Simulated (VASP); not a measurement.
# Si (Fd-3m) in VASP: notebook

The runs below take Si through single point, with LDA.

Everything below comes from runs of VASP 6.6.1. Logs are shortened: lines on timing, memory, paths and dates and some standing lists are left out, and cuts for length are marked.

## Step 1: The cell of the first run

It takes space group Fd-3m (No. 227, cubic). Conventional cell: a = 5.375 Å, b = 5.375 Å, c = 5.375 Å, α = 90.00°, β = 90.00°, γ = 90.00°. Si (site symmetry -43m) has 4 Si at 2.33 Å within 3.1 Å.

## Step 2: Single point, LDA

File INCAR:

```
PREC = Accurate
ENCUT = 520
EDIFF = 1E-7
ISMEAR = 0
SIGMA = 0.01
LREAL = F
LASPH = T
NELM = 100
ALGO = Normal
ISIF = 2
LWAVE = F
LCHARG = T
LELF = T
LVHAR = T
NBANDS = 11
```

File KPOINTS:

```
Automatic mesh
0
Gamma
  10 10 10
```

File POSCAR:

```
Si
1.0
    0.0000000000      2.6874686367      2.6874686367
    2.6874686367      0.0000000000      2.6874686367
    2.6874686367      2.6874686367      0.0000000000
Si
2
Direct
    0.0000000000      0.0000000000      0.0000000000
    0.2500000000      0.2500000000      0.2500000000
```

Potentials or basis: VASP PAW LDA potentials, release 64 (Si).

Started as:

```sh
> cat potpaw_LDA.64/Si/POTCAR > POTCAR
> mpirun -np 1 vasp_std > vasp.out
```

OUTCAR:

```text
PREC = Accurate
   ENCUT = 520
   EDIFF = 1E-7
   ISMEAR = 0
   LREAL = F
   LASPH = T
   NELM = 100
   ISIF = 2

 ion  position               nearest neighbor table
   1  0.000  0.000  0.000-   2 2.33   2 2.33   2 2.33   2 2.33
   2  0.250  0.250  0.250-   1 2.33   1 2.33   1 2.33   1 2.33

  LATTYP: Found a face centered cubic cell.
 ALAT       =     5.3749372734

  Lattice vectors:

 A1 = (   0.0000000000,   2.6874686367,   2.6874686367)
 A2 = (   2.6874686367,   0.0000000000,   2.6874686367)
 A3 = (   2.6874686367,   2.6874686367,   0.0000000000)

Analysis of symmetry for initial positions (statically):
=====================================================================
 Subroutine PRICEL returns:
 Original cell was already a primitive cell.

 Routine SETGRP: Setting up the symmetry group for a
 face centered cubic supercell.

 Subroutine GETGRP returns: Found 48 space group operations
 (whereof 24 operations were pure point group operations)
 out of a pool of 48 trial point group operations.

The static configuration has the point symmetry T_d .
 The point group associated with its full space group is O_h .

Analysis of symmetry for dynamics (positions and initial velocities):
=====================================================================
 Subroutine PRICEL returns:
 Original cell was already a primitive cell.

 Routine SETGRP: Setting up the symmetry group for a
 face centered cubic supercell.

 Subroutine GETGRP returns: Found 48 space group operations
 (whereof 24 operations were pure point group operations)
 out of a pool of 48 trial point group operations.

The dynamic configuration has the point symmetry T_d .
 The point group associated with its full space group is O_h .

 Subroutine INISYM returns: Found 48 space group operations
 (whereof 24 operations are pure point group operations),
 and found     1 'primitive' translations

----------------------------------------------------------------------------------------

                                     Primitive cell

  volume of cell :      38.8204

  direct lattice vectors                    reciprocal lattice vectors
     0.000000000  2.687468637  2.687468637    -0.186048683  0.186048683  0.186048683
     2.687468637  0.000000000  2.687468637     0.186048683 -0.186048683  0.186048683
     2.687468637  2.687468637  0.000000000     0.186048683  0.186048683 -0.186048683

  length of vectors
     3.800654594  3.800654594  3.800654594     0.322245771  0.322245771  0.322245771
[... 88 lines left out ...]
   ISYM   =      2    0-nonsym 1-usesym 2-fastsym
   POTIM  = 0.5000    time-step for ionic-motion
   TEBEG  =    0.0;   TEEND  =   0.0 temperature during run
   PSTRESS=    0.0 pullay stress
   NELECT =       8.0000    total number of electrons
   NUPDOWN=      -1.0000    fix difference up-down
   EMIN   =  10.00;   EMAX   =-10.00  energy-range for DOS
   EFERMI =   0.00;   METHOD = LEGACY
   ISMEAR =     0;   SIGMA  =   0.01  broadening in eV -4-tet -1-fermi 0-gaus
   EFERMI_NEDOS =   21; number of points for ismear=-14 and -15
   IALGO  =     38    algorithm
   IMIX   =      4    mixing-type and parameters
     AMIX     =   0.40;   BMIX     =  1.00
     AMIX_MAG =   1.60;   BMIX_MAG =  1.00
  volume/ion in A,a.u.               =      19.41       130.99
  Fermi-wavevector in a.u.,A,eV,Ry     =   0.966981  1.827330 12.722167  0.935053
  Thomas-Fermi vector in A             =   2.096829
   LORBIT       =      0    0 simple, 1 ext, 2 COOP (PROOUT), +10 PAW based schemes
   GGA     = CA    functional components
   LHFCALC =     F    Hartree Fock is set to
   AEXX    =    0.0000 exact exchange contribution
   IVDW    =     0    specifies the selected vdW correction
   LEPSILON=     F    determine dielectric tensor
   LRPA    =     F    only Hartree local field effects (RPA)
 non-spin polarized calculation
 Gauss-broadening in eV      SIGMA  =   0.01
  energy-cutoff  :      520.00
  volume of cell :       38.82
 maximum number of plane-waves:      1056
   NGX = 15   NGY = 15   NGZ = 15

 number of electron       8.0000001 magnetization

 Free energy of the ion-electron system (eV)
  ---------------------------------------------------
  ext. energy  EPLUGINS =         0.00000000
  ---------------------------------------------------
  free energy    TOTEN  =       -11.91612946 eV

  energy without entropy =      -11.91612946  energy(sigma->0) =      -11.91612946

 E-fermi :   6.1868     XC(G=0):  -9.7225

 val. band max:        6.0901601106   @ k =   0.0000   0.0000   0.0000
 cond. band min:       6.5171481561   @ k =   0.4000   0.4000   0.0000
 fundamental gap:      0.4269880454
 Fermi energy:         6.1868177862

 k-point     1 :       0.0000    0.0000    0.0000
  band No.  band energies     occupation
      1      -6.0812      2.00000
      2       6.0902      2.00000
      3       6.0902      2.00000
      4       6.0902      2.00000
      5       8.6271      0.00000
      6       8.6271      0.00000
      7       8.6271      0.00000
      8       9.6573      0.00000
      9      13.8336      0.00000
     10      13.8336      0.00000
     11      13.9006      0.00000
[... 309 lines left out ...]
 k-point    24 :       0.4000    0.3000    0.0000
  band No.  band energies     occupation
      1      -3.8592      2.00000
      2       0.6291      2.00000
      3       3.1325      2.00000
      4       3.5835      2.00000
      5       7.0093      0.00000
      6       8.2066      0.00000
      7      13.1141      0.00000
      8      13.2097      0.00000
      9      16.6406      0.00000
     10      17.0555      0.00000
     11      18.2927      0.00000

 [... further k-points ...]

------------------------ aborting loop because EDIFF is reached ----------------------------------------

  FORCE on cell =-STRESS in cart. coord.  units (eV):
  Direction    XX          YY          ZZ          XY          YZ          ZX
  --------------------------------------------------------------------------------------
  -------------------------------------------------------------------------------------
  Total        0.3762170      0.3762170      0.3762170      0.0000000     -0.0000000      0.0000000
  in kB       15.5270443     15.5270443     15.5270443      0.0000000     -0.0000000      0.0000000
  external PRESSURE =      15.5270443 kB  Pullay stress =       0.0000000 kB

 VOLUME and BASIS-vectors are now :
 -----------------------------------------------------------------------------
  energy-cutoff  :      520.00
  volume of cell :       38.82
      direct lattice vectors                 reciprocal lattice vectors
     0.000000000  2.687468637  2.687468637    -0.186048683  0.186048683  0.186048683
     2.687468637  0.000000000  2.687468637     0.186048683 -0.186048683  0.186048683
     2.687468637  2.687468637  0.000000000     0.186048683  0.186048683 -0.186048683

 POSITION                                       TOTAL-FORCE (eV/Angst)
 -----------------------------------------------------------------------------------
      0.00000      0.00000      0.00000         0.000000      0.000000     -0.000000
      1.34373      1.34373      1.34373        -0.000000     -0.000000      0.000000
 -----------------------------------------------------------------------------------
    total drift:                                0.000000      0.000000     -0.000000

  FREE ENERGIE OF THE ION-ELECTRON SYSTEM (eV)
  ---------------------------------------------------
  free  energy   TOTEN  =       -11.9161294601 eV

  energy  without entropy=      -11.9161294601  energy(sigma->0) =      -11.91612946
```

stdout:

```text
POSCAR found type information on POSCAR Si
 POSCAR found :  1 types and       2 ions
 scaLAPACK will be used
 LDA part: xc-table for (Slater(with rela. corr.)+CA(PZ))
 , standard interpolation
 POSCAR, INCAR and KPOINTS ok, starting setup
 FFT: planning ... GRIDC
 FFT: planning ... GRID_SOFT
 FFT: planning ... GRID
 WAVECAR not read
 entering main loop
```

Wall time 13 s (1 thread of Intel Xeon 6975P-C, shared host); peak memory 0.14 GiB.

What came out:

| Item | Value |
| --- | --- |
| Free energy | -11.9161 eV |
| Pressure | 1.6 GPa |
| Band gap on the k mesh | 0.43 eV, indirect (least direct gap 2.54 eV) |

A k mesh can miss the band edges. A hybrid or GW would open this gap; LDA tends to underestimate it.

## Step 3: Single point, LDA

This run uses another cell than the first one, of 19.70 Å³/atom, 1.015 times its volume.

File INCAR:

```
ALGO     = Normal         # electronic algorithm
EDIFF    = 1E-6           # SCF threshold, eV
ENCUT    = 520            # plane-wave cutoff, eV
GGA      = CA             # functional
ISIF     = 2              # what is computed and relaxed
ISMEAR   = 0              # smearing method
LASPH    = T              # aspherical terms in the spheres
LCHARG   = F              # write CHGCAR
LREAL    = F              # projectors in reciprocal space
LWAVE    = F              # write WAVECAR
NBANDS   = 11             # bands
NELM     = 60             # most SCF steps
PREC     = Accurate       # precision mode
SIGMA    = 0.01           # smearing width, eV
```

File KPOINTS:

```
k-points
0
Gamma
  10 10 10
```

File POSCAR:

```
Si
1.0
    0.0000000000      2.7009735042      2.7009735042
    2.7009735042      0.0000000000      2.7009735042
    2.7009735042      2.7009735042      0.0000000000
Si
2
Direct
    0.0000000000      0.0000000000      0.0000000000
    0.2500000000      0.2500000000      0.2500000000
```

Potentials or basis: VASP PAW LDA potentials, release 64 (Si).

Started as:

```sh
> cat potpaw_LDA.64/Si/POTCAR > POTCAR
> mpirun -np 1 vasp_std > vasp.out
```

Wall time 10 s (1 thread of Intel Xeon 6975P-C, shared host); peak memory 0.14 GiB.

Results (log left out):

- Free energy: -11.9191 eV
- Pressure: 0.0 GPa
- Band gap on the k mesh: 0.45 eV, indirect (least direct gap 2.53 eV)

Levels at points of the mesh, in eV from the valence-band top:
```
           k point  band 1  band 2  band 3  band 4  band 5  band 6  band 7  band 8
(0.00, 0.00, 0.00)  -12.07    0.00    0.00    0.00    2.53    2.53    2.53    3.39
(0.50, 0.00, 0.00)   -9.69   -7.07   -1.21   -1.21    1.49    3.29    3.29    7.54
(0.50, 0.50, 0.00)   -7.87   -7.87   -2.89   -2.89    0.57    0.57   10.11   10.11
```

A k mesh can miss the band edges. LDA gaps usually lie below the measured ones, often by a third to a half.

## Step 4: Single point, LDA

This run uses another cell than the first one, of 19.70 Å³/atom, 1.015 times its volume.

File INCAR:

```
SYSTEM = Si
PREC = Accurate
ENCUT = 520
EDIFF = 1E-6
ISMEAR = 0
SIGMA = 0.01
LREAL = .FALSE.
LASPH = .TRUE.
NELM = 100
ALGO = Normal
ISIF = 2
LWAVE = .FALSE.
LCHARG = .FALSE.
NBANDS = 11
```

File KPOINTS:

```
regular mesh
0
G
  10 10 10
  0 0 0
```

POSCAR is that of step 3.

Started as:

```sh
> cat potpaw_LDA.64/Si/POTCAR > POTCAR
> mpirun -np 1 vasp_std > vasp.out
```

Run time: 8.3 s. Hardware: 1 thread of Intel Xeon 6975P-C, shared host; peak memory 0.14 GiB.

The run converged. Its results:

```yaml
Free_energy: -11.9191 eV
Pressure: 0.0 GPa
Band_gap_on_the_k_mesh: 0.45 eV, indirect (least direct gap 2.53 eV)
```

Levels at points of the mesh, in eV from the valence-band top:
| k point | band 1 | band 2 | band 3 | band 4 | band 5 | band 6 | band 7 | band 8 |
| --- | --- | --- | --- | --- | --- | --- | --- | --- |
| (0.00, 0.00, 0.00) | -12.07 | 0.00 | 0.00 | 0.00 | 2.53 | 2.53 | 2.53 | 3.39 |
| (0.50, 0.00, 0.00) | -9.69 | -7.07 | -1.21 | -1.21 | 1.49 | 3.29 | 3.29 | 7.54 |
| (0.50, 0.50, 0.00) | -7.87 | -7.87 | -2.89 | -2.89 | 0.57 | 0.57 | 10.11 | 10.11 |
